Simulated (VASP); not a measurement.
# Ir (P6_3/mmc) in VASP: further runs, part 2 of 2

VASP 6.6.1.

**4. Single point, LDA**

This run uses another cell than the first one, of 15.23 Å³/atom, 1.014 times its volume.

File INCAR:

```
SYSTEM = Ir
PREC = Accurate ; ENCUT = 500
EDIFF = 1E-6 ; ISMEAR = 0
SIGMA = 0.15 ; LREAL = .FALSE.
LASPH = .TRUE. ; NELM = 120
ALGO = Normal ; ISIF = 2
LWAVE = .FALSE. ; LCHARG = .TRUE.
GGA = CA ; LELF = .TRUE.
LVHAR = .TRUE. ; NBANDS = 16
GGA_COMPAT = .FALSE.
```

File KPOINTS:

```
regular mesh
0
G
  18 18 10
  0 0 0
```

File POSCAR:

```
Ir
1.0
    2.8315000000      0.0000000000      0.0000000000
   -1.4157500000      2.4521509308      0.0000000000
    0.0000000000      0.0000000000      4.3862420605
Ir
2
Direct
    0.6666666667      0.3333333333      0.7500000000
    0.3333333333      0.6666666667      0.2500000000
```

Potentials or basis: VASP PAW LDA potentials, release 64 (Ir).

On the command line:

```
$ cat potpaw_LDA.64/Ir/POTCAR > POTCAR
$ mpirun -np 1 vasp_std > vasp.out
```

OUTCAR:

```text
SYSTEM = Ir
   PREC = Accurate
   ENCUT = 500
   EDIFF = 1E-6
   ISMEAR = 0
   LREAL = .FALSE.
   LASPH = .TRUE.
   NELM = 120
   ISIF = 2
   GGA = CA

 ion  position               nearest neighbor table
   1  0.667  0.333  0.750-   2 2.74   2 2.74   2 2.74   2 2.74   2 2.74   2 2.74
   2  0.333  0.667  0.250-   1 2.74   1 2.74   1 2.74   1 2.74   1 2.74   1 2.74

  LATTYP: Found a hexagonal cell.
 ALAT       =     2.8315000000
 C/A-ratio  =     1.5490877840

  Lattice vectors:

 A1 = (   2.8315000000,   0.0000000000,   0.0000000000)
 A2 = (  -1.4157500000,   2.4521509308,   0.0000000000)
 A3 = (   0.0000000000,   0.0000000000,   4.3862420605)

Analysis of symmetry for initial positions (statically):
=====================================================================
 Subroutine PRICEL returns:
 Original cell was already a primitive cell.

 Routine SETGRP: Setting up the symmetry group for a
 hexagonal supercell.

 Subroutine GETGRP returns: Found 24 space group operations
 (whereof 12 operations were pure point group operations)
 out of a pool of 24 trial point group operations.

The static configuration has the point symmetry D_3d.
[... 164 lines left out ...]
 E-fermi :   9.2042     XC(G=0): -13.7140

 val. band max:        9.2042266424   @ k =   0.2778   0.0556   0.4000
 cond. band min:       9.2063055662   @ k =   0.3333   0.1667   0.2000
 fundamental gap:      0.0020789238
 Fermi energy:         9.2042462832

 k-point     1 :       0.0000    0.0000    0.0000
  band No.  band energies     occupation
      1      -1.2758      2.00000
      2       1.8136      2.00000
      3       5.6922      2.00000
      4       5.6922      2.00000
      5       6.0312      2.00000
      6       6.3767      2.00000
[... 433 lines left out ...]
      3       3.0517      2.00000
      4       5.1275      2.00000
      5       5.3600      2.00000
      6       6.1214      2.00000
[... 8 lines left out ...]
     15      19.5833      0.00000
     16      21.7712      0.00000

 [... further k-points ...]

------------------------ aborting loop because EDIFF is reached ----------------------------------------

  FORCE on cell =-STRESS in cart. coord.  units (eV):
  Direction    XX          YY          ZZ          XY          YZ          ZX
  --------------------------------------------------------------------------------------
  -------------------------------------------------------------------------------------
  Total       -5.7370573     -5.7370573     -3.5341028      0.0000000      0.0000000      0.0000000
  in kB     -301.8167995   -301.8167995   -185.9231210      0.0000000      0.0000000      0.0000000
  external PRESSURE =    -263.1855733 kB  Pullay stress =       0.0000000 kB

 VOLUME and BASIS-vectors are now :
 -----------------------------------------------------------------------------
  energy-cutoff  :      500.00
  volume of cell :       30.45
      direct lattice vectors                 reciprocal lattice vectors
     2.831500000  0.000000000  0.000000000     0.353169698  0.203902620  0.000000000
    -1.415750000  2.452150931  0.000000000     0.000000000  0.407805240  0.000000000
     0.000000000  0.000000000  4.386242060     0.000000000  0.000000000  0.227985594

 POSITION                                       TOTAL-FORCE (eV/Angst)
 -----------------------------------------------------------------------------------
      1.41575      0.81738      3.28968        -0.000000      0.000000      0.000000
     -0.00000      1.63477      1.09656         0.000000     -0.000000      0.000000
 -----------------------------------------------------------------------------------
    total drift:                                0.000000     -0.000000     -0.000000

  FREE ENERGIE OF THE ION-ELECTRON SYSTEM (eV)
  ---------------------------------------------------
  free  energy   TOTEN  =       -20.2489812840 eV

  energy  without entropy=      -20.2162195383  energy(sigma->0) =      -20.23260041
```

OSZICAR:

```text
N       E                     dE             d eps       ncg     rms          rms(c)
DAV:   1     0.138495395524E+03    0.13850E+03   -0.82130E+03  7104   0.109E+03
DAV:   2    -0.174770174919E+02   -0.15597E+03   -0.13985E+03  7112   0.303E+02
DAV:   3    -0.214692621236E+02   -0.39922E+01   -0.39122E+01  9808   0.575E+01
DAV:   4    -0.215147240758E+02   -0.45462E-01   -0.45448E-01  7984   0.530E+00
DAV:   5    -0.215160480589E+02   -0.13240E-02   -0.13240E-02 10024   0.932E-01    0.188E+01
DAV:   6    -0.204173854129E+02    0.10987E+01   -0.15554E+00  8896   0.161E+01    0.707E+00
DAV:   7    -0.202620216078E+02    0.15536E+00   -0.33630E-01  9760   0.688E+00    0.215E+00
DAV:   8    -0.202541478218E+02    0.78738E-02   -0.48899E-03  8080   0.634E-01    0.127E+00
DAV:   9    -0.202489883539E+02    0.51595E-02   -0.41318E-03  9216   0.856E-01    0.304E-02
DAV:  10    -0.202489865107E+02    0.18432E-05   -0.34948E-05 10880   0.567E-02    0.337E-02
DAV:  11    -0.202489813225E+02    0.51882E-05   -0.40354E-06  9160   0.213E-02    0.355E-03
DAV:  12    -0.202489812840E+02    0.38471E-07   -0.95997E-08  6208   0.318E-03
   1 F= -.20248981E+02 E0= -.20232600E+02  d E =-.327617E-01
```

It took 76 s on 1 thread of Intel Xeon Platinum 8259CL at 2.50GHz (Skylake/Cascade Lake), shared host; peak memory 0.2 GiB.

What came out:

| Property | Result |
| --- | --- |
| Free energy | -20.2490 eV |
| Pressure | -26.3 GPa |
| Band gap on the k mesh | zero (band 9 reaches 9.98 eV, above the bottom of band 10 at 7.07 eV) |

Caveat: spin-orbit coupling is left out, which moves the levels of the heavy elements.

**5. Single point, LDA**

This run uses another cell than the first one, of 15.23 Å³/atom, 1.015 times its volume.

File INCAR:

```
SYSTEM = Ir
PREC     = Accurate       ! precision mode
ENCUT    = 500            ! plane-wave cutoff, eV
EDIFF    = 1E-6           ! SCF threshold, eV
ISMEAR   = 0              ! smearing method
SIGMA    = 0.15           ! smearing width, eV
LREAL    = .FALSE.        ! projectors in reciprocal space
LASPH    = .TRUE.         ! aspherical terms in the spheres
NELM     = 120            ! most SCF steps
ALGO     = Normal         ! electronic algorithm
ISIF     = 2              ! what is computed and relaxed
LWAVE    = .FALSE.        ! write WAVECAR
LCHARG   = .TRUE.         ! write CHGCAR
GGA      = CA             ! functional
LELF     = .TRUE.         ! ELF
LVHAR    = .TRUE.       
NBANDS   = 16             ! bands
GGA_COMPAT= .FALSE.
```

File KPOINTS:

```
Automatic mesh
0
G
  18 18 10
  0 0 0
```

File POSCAR:

```
Ir
1.0
    2.7594000000      0.0000000000      0.0000000000
   -1.3797000000      2.3897104992      0.0000000000
    0.0000000000      0.0000000000      4.6202000000
Ir
2
Direct
    0.6666666667      0.3333333333      0.7500000000
    0.3333333333      0.6666666667      0.2500000000
```

Potentials or basis: VASP PAW LDA potentials, release 64 (Ir).

On the command line:

```
$ cat potpaw_LDA.64/Ir/POTCAR > POTCAR
$ mpirun -np 1 vasp_std > vasp.out
```

OUTCAR:

```text
SYSTEM = Ir
   PREC = Accurate
   ENCUT = 500
   EDIFF = 1E-6
   ISMEAR = 0
   LREAL = .FALSE.
   LASPH = .TRUE.
   NELM = 120
   ISIF = 2
   GGA = CA

 ion  position               nearest neighbor table
   1  0.667  0.333  0.750-   2 2.81   2 2.81   2 2.81   2 2.81   2 2.81   2 2.81
   2  0.333  0.667  0.250-   1 2.81   1 2.81   1 2.81   1 2.81   1 2.81   1 2.81

  LATTYP: Found a hexagonal cell.
 ALAT       =     2.7594000000
 C/A-ratio  =     1.6743494963

  Lattice vectors:

 A1 = (   2.7594000000,   0.0000000000,   0.0000000000)
 A2 = (  -1.3797000000,   2.3897104992,   0.0000000000)
 A3 = (   0.0000000000,   0.0000000000,   4.6202000000)

Analysis of symmetry for initial positions (statically):
=====================================================================
 Subroutine PRICEL returns:
 Original cell was already a primitive cell.

 Routine SETGRP: Setting up the symmetry group for a
 hexagonal supercell.

 Subroutine GETGRP returns: Found 24 space group operations
 (whereof 12 operations were pure point group operations)
 out of a pool of 24 trial point group operations.

The static configuration has the point symmetry D_3d.
 The point group associated with its full space group is D_6h.

Analysis of symmetry for dynamics (positions and initial velocities):
=====================================================================
 Subroutine PRICEL returns:
 Original cell was already a primitive cell.

 Routine SETGRP: Setting up the symmetry group for a
 hexagonal supercell.

 Subroutine GETGRP returns: Found 24 space group operations
 (whereof 12 operations were pure point group operations)
 out of a pool of 24 trial point group operations.

The dynamic configuration has the point symmetry D_3d.
 The point group associated with its full space group is D_6h.

 Subroutine INISYM returns: Found 24 space group operations
 (whereof 12 operations are pure point group operations),
 and found     1 'primitive' translations

----------------------------------------------------------------------------------------

                                     Primitive cell

  volume of cell :      30.4664

  direct lattice vectors                    reciprocal lattice vectors
     2.759400000  0.000000000  0.000000000     0.362397623  0.209230365  0.000000000
    -1.379700000  2.389710499  0.000000000     0.000000000  0.418460730  0.000000000
     0.000000000  0.000000000  4.620200000     0.000000000  0.000000000  0.216440847

  length of vectors
     2.759400000  2.759400000  4.620200000     0.418460730  0.418460730  0.216440847

  position of ions in fractional coordinates (direct lattice)
     0.666666667  0.333333333  0.750000000
     0.333333333  0.666666667  0.250000000

  ion indices of the primitive-cell ions
   primitive index   ion index
                 1           1
                 2           2

----------------------------------------------------------------------------------------

 KPOINTS: Automatic mesh

Automatic generation of k-mesh.
 Grid dimensions read from file:
 generate k-points for:   18   18   10

 Generating k-lattice:

  Cartesian coordinates                     Fractional coordinates (reciprocal lattice)
     0.020133201  0.011623909  0.000000000     0.055555556  0.000000000  0.000000000
     0.000000000  0.023247818  0.000000000     0.000000000  0.055555556  0.000000000
     0.000000000  0.000000000  0.021644085     0.000000000  0.000000000  0.100000000

  Length of vectors
     0.023247818  0.023247818  0.021644085

  Shift w.r.t. Gamma in fractional coordinates (k-lattice)
     0.000000000  0.000000000  0.000000000

 Subroutine IBZKPT returns following result:
 ===========================================

 Found    222 irreducible k-points:

 Following reciprocal coordinates:
            Coordinates               Weight
  0.000000  0.000000  0.000000      1.000000
  0.055556  0.000000  0.000000      6.000000
  0.111111  0.000000  0.000000      6.000000
  0.166667  0.000000  0.000000      6.000000
  0.222222  0.000000  0.000000      6.000000
  0.277778  0.000000  0.000000      6.000000
[... 16 lines left out ...]
  0.333333  0.111111  0.000000     12.000000
  0.388889  0.111111  0.000000     12.000000
 [... further k-points ...]
   k-points           NKPTS =    222   k-points in BZ     NKDIM =    222   number of bands    NBANDS=     16
   number of dos      NEDOS =    301   number of ions     NIONS =      2
   total plane-waves  NPLWV =  14400
   dimension x,y,z NGX =    20 NGY =   20 NGZ =   36
   dimension x,y,z NGXF=    40 NGYF=   40 NGZF=   72
   ions per type =               2
   NGX,Y,Z   is equivalent  to a cutoff of  12.05, 12.05, 12.95 a.u.
   NGXF,Y,Z  is equivalent  to a cutoff of  24.10, 24.10, 25.91 a.u.
 SYSTEM =  Ir
   PREC   = accura    normal or accurate (medium, high low for compatibility)
   ISTART =      0    job   : 0-new  1-cont  2-samecut
   ICHARG =      2    charge: 1-file 2-atom 10-const
   ISPIN  =      1    spin polarized calculation?
   LNONCOLLINEAR =      F non collinear calculations
   LSORBIT =      F    spin-orbit coupling
   LASPH  =      T    aspherical Exc in radial PAW
   ENCUT  =  500.0 eV  36.75 Ry    6.06 a.u.   5.03  5.03  8.42*2*pi/ulx,y,z
   NELM   =    120;   NELMIN=  2; NELMDL= -5     # of ELM steps
   EDIFF  = 0.1E-05   stopping-criterion for ELM
   LREAL  =      F    real-space projection
   EDIFFG = 0.1E-04   stopping-criterion for IOM
   NSW    =      0    number of steps for IOM
   IBRION =     -1    ionic relax: 0-MD 1-quasi-New 2-CG
   NFREE  =      0    steps in history (QN), initial steepest desc. (CG)
   ISIF   =      2    stress and relaxation
   ISYM   =      2    0-nonsym 1-usesym 2-fastsym
   POTIM  = 0.5000    time-step for ionic-motion
   TEBEG  =    0.0;   TEEND  =   0.0 temperature during run
   PSTRESS=    0.0 pullay stress
   NELECT =      18.0000    total number of electrons
   NUPDOWN=      -1.0000    fix difference up-down
   EMIN   =  10.00;   EMAX   =-10.00  energy-range for DOS
   EFERMI =   0.00;   METHOD = LEGACY
   ISMEAR =     0;   SIGMA  =   0.15  broadening in eV -4-tet -1-fermi 0-gaus
   EFERMI_NEDOS =   21; number of points for ismear=-14 and -15
   IALGO  =     38    algorithm
   IMIX   =      4    mixing-type and parameters
     AMIX     =   0.40;   BMIX     =  1.00
     AMIX_MAG =   1.60;   BMIX_MAG =  1.00
  volume/ion in A,a.u.               =      15.23       102.80
  Fermi-wavevector in a.u.,A,eV,Ry     =   1.373701  2.595918 25.674920  1.887053
  Thomas-Fermi vector in A             =   2.499194
   LORBIT       =      0    0 simple, 1 ext, 2 COOP (PROOUT), +10 PAW based schemes
   GGA     = CA    functional components
   LHFCALC =     F    Hartree Fock is set to
   AEXX    =    0.0000 exact exchange contribution
   IVDW    =     0    specifies the selected vdW correction
   LEPSILON=     F    determine dielectric tensor
   LRPA    =     F    only Hartree local field effects (RPA)
 non-spin polarized calculation
 Gauss-broadening in eV      SIGMA  =   0.15
  energy-cutoff  :      500.00
  volume of cell :       30.47
 maximum number of plane-waves:       789
 NGX is ok and might be reduce to    20
   NGX =  9   NGY =  9   NGZ = 17

 number of electron      17.9999999 magnetization

 Free energy of the ion-electron system (eV)
  ---------------------------------------------------
  ext. energy  EPLUGINS =         0.00000000
  ---------------------------------------------------
  free energy    TOTEN  =       -20.25946543 eV

  energy without entropy =      -20.23052383  energy(sigma->0) =      -20.24499463

 E-fermi :   9.1177     XC(G=0): -13.7145

 val. band max:        9.1160811349   @ k =   0.3333   0.2222   0.1000
 cond. band min:       9.1412549498   @ k =   0.3889   0.1667   0.2000
 fundamental gap:      0.0251738149
 Fermi energy:         9.1176935113

 k-point     1 :       0.0000    0.0000    0.0000
  band No.  band energies     occupation
      1      -1.2778      2.00000
      2       1.6266      2.00000
      3       5.3187      2.00000
      4       5.7157      2.00000
      5       5.7157      2.00000
      6       6.2330      2.00000
[... 8 lines left out ...]
     15      25.1178      0.00000
     16      26.4137      0.00000
[... 419 lines left out ...]
 k-point    24 :       0.3889    0.1111    0.0000
  band No.  band energies     occupation
      1       2.6106      2.00000
      2       2.7141      2.00000
      3       3.0741      2.00000
      4       5.5034      2.00000
      5       5.6000      2.00000
      6       5.8617      2.00000
[... 8 lines left out ...]
     15      18.9244      0.00000
     16      21.8301      0.00000

 [... further k-points ...]
[... 5 lines left out ...]
  --------------------------------------------------------------------------------------
  -------------------------------------------------------------------------------------
  Total       -4.5971006     -4.5971006     -6.3072042     -0.0000000     -0.0000000      0.0000000
  in kB     -241.7541101   -241.7541101   -331.6857011     -0.0000000     -0.0000000      0.0000000
  external PRESSURE =    -271.7313071 kB  Pullay stress =       0.0000000 kB

 VOLUME and BASIS-vectors are now :
 -----------------------------------------------------------------------------
  energy-cutoff  :      500.00
  volume of cell :       30.47
      direct lattice vectors                 reciprocal lattice vectors
     2.759400000  0.000000000  0.000000000     0.362397623  0.209230365  0.000000000
    -1.379700000  2.389710499  0.000000000     0.000000000  0.418460730  0.000000000
     0.000000000  0.000000000  4.620200000     0.000000000  0.000000000  0.216440847

 POSITION                                       TOTAL-FORCE (eV/Angst)
 -----------------------------------------------------------------------------------
      1.37970      0.79657      3.46515        -0.000000      0.000000      0.000000
     -0.00000      1.59314      1.15505         0.000000     -0.000000      0.000000
 -----------------------------------------------------------------------------------
    total drift:                               -0.000000      0.000000     -0.000000

  FREE ENERGIE OF THE ION-ELECTRON SYSTEM (eV)
  ---------------------------------------------------
  free  energy   TOTEN  =       -20.2594654266 eV

  energy  without entropy=      -20.2305238263  energy(sigma->0) =      -20.24499463
```

Wall time 85 s (1 thread of Intel Xeon Platinum 8259CL at 2.50GHz (Skylake/Cascade Lake), shared host); peak memory 0.2 GiB.

Results:

```yaml
Free_energy: -20.2595 eV
Pressure: -27.2 GPa
Band_gap_on_the_k_mesh: zero (band 9 reaches 10.14 eV, above the bottom of band 10 at 7.02 eV)
```

Levels at points of the mesh, in eV from the Fermi level:
```
           k point  band 7  band 8  band 9  band 10  band 11  band 12
(0.00, 0.00, 0.00)   -2.88   -1.85   -1.85    -0.82     0.30     0.30
(0.50, 0.00, 0.00)   -2.82    0.76    0.84     1.15     2.81     4.23
(0.00, 0.00, 0.50)   -3.45   -3.45   -0.39    -0.39    -0.39    -0.39
(0.50, 0.00, 0.50)   -0.75   -0.75    1.02     1.02     1.96     1.96
```

Caveat: spin-orbit coupling is left out, which moves the levels of the heavy elements.

**6. Single point, LDA**

This run uses another cell than the first one, of 15.28 Å³/atom, 1.018 times its volume.

File INCAR:

```
PREC = Accurate ; ENCUT = 500
EDIFF = 1E-6 ; ISMEAR = 0
SIGMA = 0.15 ; LREAL = F
LASPH = T ; NELM = 120
ALGO = Normal ; ISIF = 2
LWAVE = F ; LCHARG = F
NBANDS = 16 ; GGA_COMPAT = F
```

File KPOINTS:

```
Automatic mesh
0
Gamma
  18 18 10
```

File POSCAR:

```
Ir
1.0
    2.7684000000      0.0000000000      0.0000000000
   -1.3842000000      2.3975047278      0.0000000000
    0.0000000000      0.0000000000      4.6056000000
Ir
2
Direct
    0.6666666667      0.3333333333      0.7500000000
    0.3333333333      0.6666666667      0.2500000000
```

Potentials or basis: VASP PAW LDA potentials, release 64 (Ir).

On the command line:

```
$ cat potpaw_LDA.64/Ir/POTCAR > POTCAR
$ mpirun -np 1 vasp_std > vasp.out
```

Run time: 82 s. Hardware: 1 thread of Intel Xeon Platinum 8259CL at 2.50GHz (Skylake/Cascade Lake), shared host; peak memory 0.2 GiB.

The run converged. Its results:

- Free energy: -20.2485 eV
- Pressure: -28.1 GPa
- Band gap on the k mesh: zero (band 9 reaches 10.05 eV, above the bottom of band 10 at 6.98 eV)

Stress tensor (GPa, compression positive):
```
-25.70   0.00   0.00
  0.00 -25.70   0.00
  0.00   0.00 -32.97
```

Levels at points of the mesh, in eV from the Fermi level:
```
           k point  band 7  band 8  band 9  band 10  band 11  band 12
(0.00, 0.00, 0.00)   -2.87   -1.90   -1.90    -0.76     0.28     0.28
(0.50, 0.00, 0.00)   -2.78    0.77    0.79     1.11     2.78     4.18
(0.00, 0.00, 0.50)   -3.45   -3.45   -0.40    -0.40    -0.40    -0.40
(0.50, 0.00, 0.50)   -0.76   -0.76    0.98     0.98     1.94     1.94
```

Caveat: spin-orbit coupling is left out, which moves the levels of the heavy elements.

**7. Summary**

```csv
cell,gap on the mesh (eV),pressure (GPa)
"a = 2.705, b = 2.705, c = 4.737 Å, angles 90.0, 90.0, 120.0°, 2 atoms",none,-21.5
"a = 2.895, b = 2.895, c = 4.167 Å, angles 90.0, 90.0, 120.0°, 2 atoms",none,-20.1
"a = 2.832, b = 2.831, c = 4.386 Å, angles 90.0, 90.0, 120.0°, 2 atoms",none,-26.3
"a = 2.759, b = 2.759, c = 4.620 Å, angles 90.0, 90.0, 120.0°, 2 atoms",none,-27.2
"a = 2.768, b = 2.768, c = 4.606 Å, angles 90.0, 90.0, 120.0°, 2 atoms",none,-28.1
```

Alike in all rows: task single point; level LDA; potentials or basis VASP PAW LDA potentials, release 64 (Ir); no spin polarisation; k mesh 18 × 18 × 10; cutoff (eV) 500; smearing gaussian 0.15 eV.

Caveats: spin-orbit coupling is left out, which moves the levels of the heavy elements.

Absolute energies hang on the potentials; compare differences alone.
